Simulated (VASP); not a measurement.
# Ca (Fm-3m) in VASP: settings compared

The runs below take Ca through single point, with PBEsol, r2SCAN.

Everything below comes from runs of VASP 6.6.1. Logs are shortened: lines on timing, memory, paths and dates and some standing lists are left out, and cuts for length are marked.

### 1 The cell of the first run

It takes space group Fm-3m (No. 225, cubic). The conventional cell has a = 5.658 Å, b = 5.658 Å, c = 5.658 Å, α = 90.00°, β = 90.00°, γ = 90.00°. Ca (site symmetry m-3m) has 12 Ca at 4.00 Å within 5.3 Å.

### 2 Single point, PBEsol (strained)

The input, INCAR:

```
SYSTEM = Ca
  PREC = Accurate
  ENCUT = 520
  EDIFF = 1E-7
  ISMEAR = 0
  SIGMA = 0.1
  LREAL = .FALSE.
  LASPH = .TRUE.
  NELM = 60
  ALGO = Fast
  ISIF = 2
  LWAVE = .FALSE.
  LCHARG = .FALSE.
  GGA = PS
  NBANDS = 11
```

The input, KPOINTS:

```
Automatic mesh
0
G
  14 14 14
  0 0 0
```

The input, POSCAR:

```
Ca
1.0
    0.0000000000      2.8288760220      2.8288760220
    2.8288760220      0.0000000000      2.8288760220
    2.8288760220      2.8288760220      0.0000000000
Ca
1
Direct
    0.0000000000      0.0000000000      0.0000000000
```

Potentials or basis: VASP PAW PBE potentials, release 64 (Ca_sv).

On the command line:

```bash
> cat potpaw_PBE.64/Ca_sv/POTCAR > POTCAR
> mpirun -np 1 vasp_std > vasp.out
```

OUTCAR:

```text
SYSTEM = Ca
   PREC = Accurate
   ENCUT = 520
   EDIFF = 1E-7
   ISMEAR = 0
   LREAL = .FALSE.
   LASPH = .TRUE.
   NELM = 60
   ISIF = 2
   GGA = PS

 ion  position               nearest neighbor table
   1  0.000  0.000  0.000-

  LATTYP: Found a face centered cubic cell.
 ALAT       =     5.6577520440

  Lattice vectors:

 A1 = (   0.0000000000,   2.8288760220,   2.8288760220)
 A2 = (   2.8288760220,   0.0000000000,   2.8288760220)
 A3 = (   2.8288760220,   2.8288760220,   0.0000000000)

Analysis of symmetry for initial positions (statically):
=====================================================================
 Subroutine PRICEL returns:
 Original cell was already a primitive cell.

 Routine SETGRP: Setting up the symmetry group for a
 face centered cubic supercell.

 Subroutine GETGRP returns: Found 48 space group operations
 (whereof 48 operations were pure point group operations)
 out of a pool of 48 trial point group operations.

The static configuration has the point symmetry O_h .

Analysis of symmetry for dynamics (positions and initial velocities):
=====================================================================
 Subroutine PRICEL returns:
 Original cell was already a primitive cell.

 Routine SETGRP: Setting up the symmetry group for a
 face centered cubic supercell.

 Subroutine GETGRP returns: Found 48 space group operations
 (whereof 48 operations were pure point group operations)
 out of a pool of 48 trial point group operations.

The dynamic configuration has the point symmetry O_h .

 Subroutine INISYM returns: Found 48 space group operations
 (whereof 48 operations are pure point group operations),
 and found     1 'primitive' translations

----------------------------------------------------------------------------------------

                                     Primitive cell

  volume of cell :      45.2764

  direct lattice vectors                    reciprocal lattice vectors
     0.000000000  2.828876022  2.828876022    -0.176748644  0.176748644  0.176748644
     2.828876022  0.000000000  2.828876022     0.176748644 -0.176748644  0.176748644
     2.828876022  2.828876022  0.000000000     0.176748644  0.176748644 -0.176748644

  length of vectors
     4.000634837  4.000634837  4.000634837     0.306137631  0.306137631  0.306137631

  position of ions in fractional coordinates (direct lattice)
     0.000000000  0.000000000  0.000000000

  ion indices of the primitive-cell ions
   primitive index   ion index
                 1           1

----------------------------------------------------------------------------------------

 KPOINTS: Automatic mesh

Automatic generation of k-mesh.
 Grid dimensions read from file:
 generate k-points for:   14   14   14

 Generating k-lattice:

  Cartesian coordinates                     Fractional coordinates (reciprocal lattice)
    -0.012624903  0.012624903  0.012624903     0.071428571  0.000000000  0.000000000
     0.012624903 -0.012624903  0.012624903     0.000000000  0.071428571  0.000000000
     0.012624903  0.012624903 -0.012624903     0.000000000  0.000000000  0.071428571

  Length of vectors
     0.021866974  0.021866974  0.021866974

  Shift w.r.t. Gamma in fractional coordinates (k-lattice)
     0.000000000  0.000000000  0.000000000

 Subroutine IBZKPT returns following result:
 ===========================================

 Found    104 irreducible k-points:

 Following reciprocal coordinates:
            Coordinates               Weight
  0.000000  0.000000  0.000000      1.000000
  0.071429  0.000000  0.000000      8.000000
  0.142857  0.000000  0.000000      8.000000
  0.214286  0.000000  0.000000      8.000000
  0.285714  0.000000  0.000000      8.000000
  0.357143  0.000000  0.000000      8.000000
[... 16 lines left out ...]
  0.214286  0.142857  0.000000     24.000000
  0.285714  0.142857  0.000000     24.000000
 [... further k-points ...]
   k-points           NKPTS =    104   k-points in BZ     NKDIM =    104   number of bands    NBANDS=     11
   number of dos      NEDOS =    301   number of ions     NIONS =      1
   total plane-waves  NPLWV =  27000
   dimension x,y,z NGX =    30 NGY =   30 NGZ =   30
   dimension x,y,z NGXF=    60 NGYF=   60 NGZF=   60
   ions per type =               1
   NGX,Y,Z   is equivalent  to a cutoff of  12.47, 12.47, 12.47 a.u.
   NGXF,Y,Z  is equivalent  to a cutoff of  24.93, 24.93, 24.93 a.u.
 SYSTEM =  Ca
   PREC   = accura    normal or accurate (medium, high low for compatibility)
   ISTART =      0    job   : 0-new  1-cont  2-samecut
   ICHARG =      2    charge: 1-file 2-atom 10-const
   ISPIN  =      1    spin polarized calculation?
   LNONCOLLINEAR =      F non collinear calculations
   LSORBIT =      F    spin-orbit coupling
   LASPH  =      T    aspherical Exc in radial PAW
   ENCUT  =  520.0 eV  38.22 Ry    6.18 a.u.   7.44  7.44  7.44*2*pi/ulx,y,z
   NELM   =     60;   NELMIN=  2; NELMDL= -5     # of ELM steps
   EDIFF  = 0.1E-06   stopping-criterion for ELM
   LREAL  =      F    real-space projection
   EDIFFG = 0.1E-05   stopping-criterion for IOM
   NSW    =      0    number of steps for IOM
   IBRION =     -1    ionic relax: 0-MD 1-quasi-New 2-CG
   NFREE  =      0    steps in history (QN), initial steepest desc. (CG)
   ISIF   =      2    stress and relaxation
   ISYM   =      2    0-nonsym 1-usesym 2-fastsym
   POTIM  = 0.5000    time-step for ionic-motion
   TEBEG  =    0.0;   TEEND  =   0.0 temperature during run
   PSTRESS=    0.0 pullay stress
   NELECT =      10.0000    total number of electrons
   NUPDOWN=      -1.0000    fix difference up-down
   EMIN   =  10.00;   EMAX   =-10.00  energy-range for DOS
   EFERMI =   0.00;   METHOD = LEGACY
   ISMEAR =     0;   SIGMA  =   0.10  broadening in eV -4-tet -1-fermi 0-gaus
   EFERMI_NEDOS =   21; number of points for ismear=-14 and -15
   IALGO  =     68    algorithm
   IMIX   =      4    mixing-type and parameters
     AMIX     =   0.40;   BMIX     =  1.00
     AMIX_MAG =   1.60;   BMIX_MAG =  1.00
  volume/ion in A,a.u.               =      45.28       305.54
  Fermi-wavevector in a.u.,A,eV,Ry     =   0.989580  1.870035 13.323758  0.979269
  Thomas-Fermi vector in A             =   2.121189
   LORBIT       =      0    0 simple, 1 ext, 2 COOP (PROOUT), +10 PAW based schemes
   GGA     = PS    functional components
   LHFCALC =     F    Hartree Fock is set to
   AEXX    =    0.0000 exact exchange contribution
   IVDW    =     0    specifies the selected vdW correction
   LEPSILON=     F    determine dielectric tensor
   LRPA    =     F    only Hartree local field effects (RPA)
 non-spin polarized calculation
 RMM-DIIS sequential band-by-band and
 Gauss-broadening in eV      SIGMA  =   0.10
  energy-cutoff  :      520.00
  volume of cell :       45.28
 maximum number of plane-waves:      1243
 NGX is ok and might be reduce to    30
   NGX = 15   NGY = 15   NGZ = 15

 number of electron      10.0000000 magnetization

 Free energy of the ion-electron system (eV)
  ---------------------------------------------------
  ext. energy  EPLUGINS =         0.00000000
  ---------------------------------------------------
  free energy    TOTEN  =        -2.11242599 eV

  energy without entropy =       -2.10554054  energy(sigma->0) =       -2.10898327

 E-fermi :   1.6179     XC(G=0):  -7.5910

 val. band max:        1.6123678139   @ k =  -0.3571   0.4286   0.1429
 cond. band min:       1.6298435610   @ k =  -0.3571   0.4286   0.0714
 fundamental gap:      0.0174757471
 Fermi energy:         1.6178789058

 k-point     1 :       0.0000    0.0000    0.0000
  band No.  band energies     occupation
      1     -40.3889      2.00000
      2     -21.3875      2.00000
      3     -21.3875      2.00000
      4     -21.3875      2.00000
      5      -2.2834      2.00000
      6       3.8530      0.00000
      7       3.8530      0.00000
      8       3.8530      0.00000
      9       4.8434      0.00000
     10       4.8434      0.00000
     11      10.4533      0.00000

 k-point     2 :       0.0714    0.0000    0.0000
  band No.  band energies     occupation
      1     -40.3884      2.00000
      2     -21.3929      2.00000
      3     -21.3883      2.00000
      4     -21.3883      2.00000
      5      -2.2009      2.00000
      6       3.7655      0.00000
      7       3.8842      0.00000
      8       3.8842      0.00000
      9       4.8167      0.00000
     10       4.8167      0.00000
     11      10.5415      0.00000

 k-point     3 :       0.1429    0.0000    0.0000
  band No.  band energies     occupation
      1     -40.3870      2.00000
      2     -21.4080      2.00000
      3     -21.3904      2.00000
      4     -21.3904      2.00000
      5      -1.9570      2.00000
      6       3.5271      0.00000
      7       3.9554      0.00000
      8       3.9554      0.00000
      9       4.7688      0.00000
     10       4.7688      0.00000
     11      10.2165      0.00000

 k-point     4 :       0.2143    0.0000    0.0000
  band No.  band energies     occupation
      1     -40.3850      2.00000
      2     -21.4298      2.00000
      3     -21.3934      2.00000
      4     -21.3934      2.00000
      5      -1.5633      2.00000
      6       3.1865      0.00000
      7       3.9944      0.00000
      8       3.9944      0.00000
      9       4.7913      0.00000
     10       4.7913      0.00000
     11       9.0977      0.00000
[... 239 lines left out ...]
 k-point    22 :       0.1429    0.1429    0.0000
  band No.  band energies     occupation
      1     -40.3864      2.00000
      2     -21.4074      2.00000
      3     -21.3950      2.00000
      4     -21.3950      2.00000
      5      -1.8493      2.00000
      6       3.4564      0.00000
      7       4.0235      0.00000
      8       4.0235      0.00000
      9       4.4370      0.00000
     10       4.9529      0.00000
     11      10.9095      0.00000

 k-point    23 :       0.2143    0.1429    0.0000
  band No.  band energies     occupation
      1     -40.3849      2.00000
      2     -21.4216      2.00000
      3     -21.3988      2.00000
      4     -21.3979      2.00000
      5      -1.5605      2.00000
      6       3.2417      0.00000
      7       4.0350      0.00000
      8       4.1083      0.00000
      9       4.3456      0.00000
     10       5.0093      0.00000
     11      10.0418      0.00000

 k-point    24 :       0.2857    0.1429    0.0000
  band No.  band energies     occupation
      1     -40.3830      2.00000
      2     -21.4412      2.00000
      3     -21.4026      2.00000
      4     -21.4014      2.00000
      5      -1.1307      2.00000
      6       2.9580      0.00000
      7       3.8307      0.00000
      8       4.1413      0.00000
      9       4.5433      0.00000
     10       5.1210      0.00000
     11       8.8525      0.00000

 [... further k-points ...]
[... 5 lines left out ...]
  --------------------------------------------------------------------------------------
  -------------------------------------------------------------------------------------
  Total       -0.4628871     -0.4628871     -0.4628871     -0.0000000     -0.0000000      0.0000000
  in kB      -16.3799996    -16.3799996    -16.3799996     -0.0000000     -0.0000000      0.0000000
  external PRESSURE =     -16.3799996 kB  Pullay stress =       0.0000000 kB

 VOLUME and BASIS-vectors are now :
 -----------------------------------------------------------------------------
  energy-cutoff  :      520.00
  volume of cell :       45.28
      direct lattice vectors                 reciprocal lattice vectors
     0.000000000  2.828876022  2.828876022    -0.176748644  0.176748644  0.176748644
     2.828876022  0.000000000  2.828876022     0.176748644 -0.176748644  0.176748644
     2.828876022  2.828876022  0.000000000     0.176748644  0.176748644 -0.176748644

 POSITION                                       TOTAL-FORCE (eV/Angst)
 -----------------------------------------------------------------------------------
      0.00000      0.00000      0.00000        -0.000000     -0.000000     -0.000000
 -----------------------------------------------------------------------------------
    total drift:                               -0.000000     -0.000000      0.000000

  FREE ENERGIE OF THE ION-ELECTRON SYSTEM (eV)
  ---------------------------------------------------
  free  energy   TOTEN  =        -2.1124259937 eV

  energy  without entropy=       -2.1055405434  energy(sigma->0) =       -2.10898327
```

Run time: 83 s. Hardware: 1 thread of Intel Xeon Platinum 8259CL at 2.50GHz (Skylake/Cascade Lake), shared host; peak memory 0.19 GiB.

What came out:

```yaml
Free_energy: -2.1124 eV
Pressure: -1.6 GPa
Band_gap_on_the_k_mesh: zero (bands 5 and 6 overlap by 0.39 eV)
```

Caveat: the cell differs from its parent crystal (strained); the PAW data sets were made with another functional, which shifts forces and pressure a little.

(Part 1 of 3 ends here.)

The gap in the log of VASP goes by the Fermi energy; the results here count the filled bands.